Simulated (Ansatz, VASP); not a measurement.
## Two plane-wave programs on SiC

```
Si C
1.0
     3.22912    0.00000    0.00000
    -1.61456    2.79650    0.00000
     0.00000    0.00000    5.30051
Si C
2 2
Direct
  0.33333 0.66667 0.99942
  0.66667 0.33333 0.49942
  0.33333 0.66667 0.37558
  0.66667 0.33333 0.87558
```

Change from the starting cell: hydrostatic strain +5.0%.

Alike in both runs: task single point; functional r2SCAN; k mesh 12 × 12 × 6; no spin polarisation.

|  | VASP | Ansatz |
| --- | --- | --- |
| version | VASP 6.6.1 | Ansatz 0.2.0 |
| potentials or method | VASP PAW PBE potentials, release 64 (Si, C) | plane waves, PAW |
| plane-wave cutoff (eV) | 520 | 500 |
| occupations | gaussian, width 0.01 eV | fixed |
| valence electrons in the cell | 16 | 16 |

```csv
,VASP,Ansatz,Ansatz less VASP
gap on the k mesh at the Fermi level (eV),2.86,2.86,-0.005
pressure (GPa),-25.0,-25.0,+0.08
"traceless stress, the component that is largest in VASP (GPa)",0.42,0.42,-0.005
```

VASP's potentials were made for PBE, not for r2SCAN.
